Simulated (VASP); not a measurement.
# BN (P6_3/mmc) in VASP: further runs, part 2 of 2

VASP 6.6.1. The steps go on from the part before.

### Step 6. Single point, PBE (biaxial strain in the a-b plane: -4.0 %, then relaxed in part)

File INCAR:

```
PREC = Accurate ; ENCUT = 520
EDIFF = 1E-7 ; ISMEAR = 0
SIGMA = 0.02 ; LREAL = False
LASPH = True ; NELM = 100
ALGO = Normal ; ISIF = 2
LWAVE = False ; LCHARG = False
GGA = PE ; NBANDS = 16
```

File KPOINTS:

```
regular mesh
0
Gamma
  12 12 4
```

File POSCAR:

```
BN
1.0
    2.4116939153      0.0000000000      0.0000000000
   -1.2058469577      2.0885881968      0.0000000000
    0.0000000000      0.0000000000      8.5433972801
B N
2 2
Direct
    0.3333333333      0.6666666667      0.2500000000
    0.6666666667      0.3333333333      0.7500000000
    0.3333333333      0.6666666667      0.7500000000
    0.6666666667      0.3333333333      0.2500000000
```

Potentials or basis: VASP PAW PBE potentials, release 64 (B, N).

Run with:

```console
> cat potpaw_PBE.64/B/POTCAR potpaw_PBE.64/N/POTCAR > POTCAR
> mpirun -np 1 vasp_std > vasp.out
```

OUTCAR:

```text
PREC = Accurate
   ENCUT = 520
   EDIFF = 1E-7
   ISMEAR = 0
   LREAL = False
   LASPH = True
   NELM = 100
   ISIF = 2
   GGA = PE

 ion  position               nearest neighbor table
   1  0.333  0.667  0.250-   4 1.39   4 1.39   4 1.39
   2  0.667  0.333  0.750-   3 1.39   3 1.39   3 1.39
   3  0.333  0.667  0.750-   2 1.39   2 1.39   2 1.39
   4  0.667  0.333  0.250-   1 1.39   1 1.39   1 1.39

  LATTYP: Found a hexagonal cell.
 ALAT       =     2.4116939153
 C/A-ratio  =     3.5424882179

  Lattice vectors:

 A1 = (   2.4116939153,   0.0000000000,   0.0000000000)
 A2 = (  -1.2058469577,   2.0885881968,   0.0000000000)
 A3 = (   0.0000000000,   0.0000000000,   8.5433972801)

Analysis of symmetry for initial positions (statically):
=====================================================================
 Subroutine PRICEL returns:
 Original cell was already a primitive cell.

 Routine SETGRP: Setting up the symmetry group for a
 hexagonal supercell.

 Subroutine GETGRP returns: Found 24 space group operations
 (whereof 12 operations were pure point group operations)
 out of a pool of 24 trial point group operations.

The static configuration has the point symmetry D_3d.
 The point group associated with its full space group is D_6h.

Analysis of symmetry for dynamics (positions and initial velocities):
=====================================================================
 Subroutine PRICEL returns:
 Original cell was already a primitive cell.

 Routine SETGRP: Setting up the symmetry group for a
 hexagonal supercell.

 Subroutine GETGRP returns: Found 24 space group operations
 (whereof 12 operations were pure point group operations)
 out of a pool of 24 trial point group operations.

The dynamic configuration has the point symmetry D_3d.
 The point group associated with its full space group is D_6h.

 Subroutine INISYM returns: Found 24 space group operations
 (whereof 12 operations are pure point group operations),
 and found     1 'primitive' translations

----------------------------------------------------------------------------------------

                                     Primitive cell

  volume of cell :      43.0334

  direct lattice vectors                    reciprocal lattice vectors
     2.411693915  0.000000000  0.000000000     0.414646317  0.239396163  0.000000000
    -1.205846958  2.088588197  0.000000000     0.000000000  0.478792326  0.000000000
     0.000000000  0.000000000  8.543397280     0.000000000  0.000000000  0.117049456

  length of vectors
     2.411693915  2.411693915  8.543397280     0.478792326  0.478792326  0.117049456

  position of ions in fractional coordinates (direct lattice)
     0.333333333  0.666666667  0.250000000
     0.666666667  0.333333333  0.750000000
     0.333333333  0.666666667  0.750000000
     0.666666667  0.333333333  0.250000000

  ion indices of the primitive-cell ions
   primitive index   ion index
                 1           1
                 2           2
                 3           3
                 4           4

----------------------------------------------------------------------------------------

 KPOINTS: regular mesh

Automatic generation of k-mesh.
 Grid dimensions read from file:
[... 23 lines left out ...]
  0.083333  0.000000  0.000000      6.000000
  0.166667  0.000000  0.000000      6.000000
  0.250000  0.000000  0.000000      6.000000
  0.333333  0.000000  0.000000      6.000000
  0.416667  0.000000  0.000000      6.000000
[... 16 lines left out ...]
  0.250000  0.000000  0.250000     12.000000
  0.333333  0.000000  0.250000     12.000000
 [... further k-points ...]
   k-points           NKPTS =     57   k-points in BZ     NKDIM =     57   number of bands    NBANDS=     16
   number of dos      NEDOS =    301   number of ions     NIONS =      4
   total plane-waves  NPLWV =  20736
   dimension x,y,z NGX =    18 NGY =   18 NGZ =   64
   dimension x,y,z NGXF=    36 NGYF=   36 NGZF=  128
   ions per type =               2   2
   NGX,Y,Z   is equivalent  to a cutoff of  12.41, 12.41, 12.45 a.u.
   NGXF,Y,Z  is equivalent  to a cutoff of  24.82, 24.82, 24.91 a.u.
 SYSTEM =  unknown system
   PREC   = accura    normal or accurate (medium, high low for compatibility)
   ISTART =      0    job   : 0-new  1-cont  2-samecut
   ICHARG =      2    charge: 1-file 2-atom 10-const
   ISPIN  =      1    spin polarized calculation?
   LNONCOLLINEAR =      F non collinear calculations
   LSORBIT =      F    spin-orbit coupling
   LASPH  =      T    aspherical Exc in radial PAW
   ENCUT  =  520.0 eV  38.22 Ry    6.18 a.u.   4.48  4.48 15.89*2*pi/ulx,y,z
   NELM   =    100;   NELMIN=  2; NELMDL= -5     # of ELM steps
   EDIFF  = 0.1E-06   stopping-criterion for ELM
   LREAL  =      F    real-space projection
   EDIFFG = 0.1E-05   stopping-criterion for IOM
   NSW    =      0    number of steps for IOM
   IBRION =     -1    ionic relax: 0-MD 1-quasi-New 2-CG
   NFREE  =      0    steps in history (QN), initial steepest desc. (CG)
   ISIF   =      2    stress and relaxation
   ISYM   =      2    0-nonsym 1-usesym 2-fastsym
   POTIM  = 0.5000    time-step for ionic-motion
   TEBEG  =    0.0;   TEEND  =   0.0 temperature during run
   PSTRESS=    0.0 pullay stress
   NELECT =      16.0000    total number of electrons
   NUPDOWN=      -1.0000    fix difference up-down
   EMIN   =  10.00;   EMAX   =-10.00  energy-range for DOS
   EFERMI =   0.00;   METHOD = LEGACY
   ISMEAR =     0;   SIGMA  =   0.02  broadening in eV -4-tet -1-fermi 0-gaus
   EFERMI_NEDOS =   21; number of points for ismear=-14 and -15
   IALGO  =     38    algorithm
   IMIX   =      4    mixing-type and parameters
     AMIX     =   0.40;   BMIX     =  1.00
     AMIX_MAG =   1.60;   BMIX_MAG =  1.00
  volume/ion in A,a.u.               =      10.76        72.60
  Fermi-wavevector in a.u.,A,eV,Ry     =   1.177189  2.224565 18.854607  1.385775
  Thomas-Fermi vector in A             =   2.313540
   LORBIT       =      0    0 simple, 1 ext, 2 COOP (PROOUT), +10 PAW based schemes
   GGA     = PE    functional components
   LHFCALC =     F    Hartree Fock is set to
   AEXX    =    0.0000 exact exchange contribution
   IVDW    =     0    specifies the selected vdW correction
   LEPSILON=     F    determine dielectric tensor
   LRPA    =     F    only Hartree local field effects (RPA)
 non-spin polarized calculation
 Gauss-broadening in eV      SIGMA  =   0.02
  energy-cutoff  :      520.00
  volume of cell :       43.03
 maximum number of plane-waves:      1184
 NGX is ok and might be reduce to    18
   NGX =  9   NGY =  9   NGZ = 31

 number of electron      16.0000005 magnetization

 Free energy of the ion-electron system (eV)
  ---------------------------------------------------
  ext. energy  EPLUGINS =         0.00000000
  ---------------------------------------------------
  free energy    TOTEN  =       -34.77294725 eV

  energy without entropy =      -34.77294725  energy(sigma->0) =      -34.77294725

 E-fermi :   1.0154     XC(G=0):  -8.6340

 val. band max:        0.9148736503   @ k =   0.3333   0.3333   0.5000
 cond. band min:       5.1310931020   @ k =   0.0000   0.0000   0.0000
 fundamental gap:      4.2162194517
 Fermi energy:         1.0153594411

 k-point     1 :       0.0000    0.0000    0.0000
  band No.  band energies     occupation
      1     -17.4587      2.00000
      2     -17.4285      2.00000
      3      -5.1806      2.00000
      4      -4.7012      2.00000
      5      -0.2787      2.00000
      6      -0.2787      2.00000
[... 433 lines left out ...]
      3      -6.2007      2.00000
      4      -6.1986      2.00000
      5      -2.7807      2.00000
      6      -2.7786      2.00000
[... 8 lines left out ...]
     15      16.4952      0.00000
     16      19.1004      0.00000

 [... further k-points ...]

------------------------ aborting loop because EDIFF is reached ----------------------------------------

  FORCE on cell =-STRESS in cart. coord.  units (eV):
  Direction    XX          YY          ZZ          XY          YZ          ZX
  --------------------------------------------------------------------------------------
  -------------------------------------------------------------------------------------
  Total       10.8711130     10.8711130     -0.0407686     -0.0000000      0.0000000      0.0000000
  in kB      404.7426598    404.7426598     -1.5178559     -0.0000000      0.0000000      0.0000000
  external PRESSURE =     269.3224879 kB  Pullay stress =       0.0000000 kB

 VOLUME and BASIS-vectors are now :
 -----------------------------------------------------------------------------
  energy-cutoff  :      520.00
  volume of cell :       43.03
      direct lattice vectors                 reciprocal lattice vectors
     2.411693915  0.000000000  0.000000000     0.414646317  0.239396163  0.000000000
    -1.205846958  2.088588197  0.000000000     0.000000000  0.478792326  0.000000000
     0.000000000  0.000000000  8.543397280     0.000000000  0.000000000  0.117049456

 POSITION                                       TOTAL-FORCE (eV/Angst)
 -----------------------------------------------------------------------------------
     -0.00000      1.39239      2.13585         0.000000     -0.000000      0.000000
      1.20585      0.69620      6.40755        -0.000000      0.000000      0.000000
     -0.00000      1.39239      6.40755         0.000000      0.000000      0.000000
      1.20585      0.69620      2.13585         0.000000     -0.000000      0.000000
 -----------------------------------------------------------------------------------
    total drift:                               -0.000000      0.000000      0.000000

  FREE ENERGIE OF THE ION-ELECTRON SYSTEM (eV)
  ---------------------------------------------------
  free  energy   TOTEN  =       -34.7729472546 eV

  energy  without entropy=      -34.7729472546  energy(sigma->0) =      -34.77294725
```

OSZICAR:

```text
N       E                     dE             d eps       ncg     rms          rms(c)
DAV:   1     0.642258373681E+02    0.64226E+02   -0.78257E+03  1824   0.906E+02
DAV:   2    -0.352207334482E+02   -0.99447E+02   -0.89420E+02  2528   0.227E+02
DAV:   3    -0.394719116671E+02   -0.42512E+01   -0.42335E+01  2384   0.483E+01
DAV:   4    -0.395084357100E+02   -0.36524E-01   -0.36515E-01  2336   0.496E+00
DAV:   5    -0.395089057806E+02   -0.47007E-03   -0.47006E-03  2400   0.526E-01    0.124E+01
DAV:   6    -0.354288566085E+02    0.40800E+01   -0.60100E+00  2336   0.185E+01    0.572E+00
DAV:   7    -0.349032236640E+02    0.52563E+00   -0.92107E-01  2488   0.655E+00    0.342E+00
DAV:   8    -0.347739934715E+02    0.12923E+00   -0.35225E-01  2432   0.391E+00    0.561E-01
DAV:   9    -0.347703712311E+02    0.36222E-02   -0.22354E-02  1960   0.116E+00    0.236E-01
DAV:  10    -0.347726932910E+02   -0.23221E-02   -0.20193E-03  1960   0.358E-01    0.403E-02
DAV:  11    -0.347729229181E+02   -0.22963E-03   -0.22169E-04  2048   0.113E-01    0.363E-02
DAV:  12    -0.347729464869E+02   -0.23569E-04   -0.36340E-05  2120   0.445E-02    0.359E-03
DAV:  13    -0.347729471486E+02   -0.66169E-06   -0.14465E-06  2416   0.934E-03    0.144E-03
DAV:  14    -0.347729472596E+02   -0.11104E-06   -0.12510E-07  1992   0.282E-03    0.728E-04
DAV:  15    -0.347729472546E+02    0.50322E-08   -0.24439E-09  1792   0.490E-04
   1 F= -.34772947E+02 E0= -.34772947E+02  d E =-.233067E-14
```

It took 25 s on 1 thread of Intel Xeon Platinum 8559C (Emerald Rapids), shared host; peak memory 0.17 GiB.

Results:

```
Free energy            : -34.7729 eV
Pressure               : 26.9 GPa
Band gap on the k mesh : 4.22 eV, indirect (least direct gap 4.97 eV)
```

Caveat: the cell differs from its parent crystal (biaxial strain in the a-b plane: -4.0 %, then relaxed in part); this functional lacks dispersion, which binds the layers, so the pressure and a relaxed spacing across them are unreliable. A k mesh can miss the band edges.

### Step 7. Overview

| cell | k mesh | smearing | gap on the mesh (eV) | pressure (GPa) |
| --- | --- | --- | --- | --- |
| a = 5.024, b = 5.024, c = 8.343 Å, angles 90.0, 90.0, 120.0°, 16 atoms | 3 × 3 × 2, shifted | gaussian 0.01 eV | 4.63 | 0.0 |
| a = 2.361, b = 2.361, c = 8.631 Å, angles 90.0, 90.0, 120.0°, 4 atoms | 12 × 12 × 4 | gaussian 0.02 eV | 4.09 | 44.2 |
| a = 2.361, b = 2.361, c = 8.644 Å, angles 90.0, 90.0, 120.0°, 4 atoms | 12 × 12 × 4 | gaussian 0.02 eV | 4.09 | 44.1 |
| a = 2.412, b = 2.412, c = 8.543 Å, angles 90.0, 90.0, 120.0°, 4 atoms | 12 × 12 × 4 | gaussian 0.02 eV | 4.22 | 26.9 |

Alike in all rows: task single point; level PBE; potentials or basis VASP PAW PBE potentials, release 64 (B, N); no spin polarisation; cutoff (eV) 520.

Caveats: some runs use coarse meshes; this functional lacks dispersion, which binds the layers, so the pressure and a relaxed spacing across them are unreliable.

Absolute energies hang on the potentials; compare differences alone.
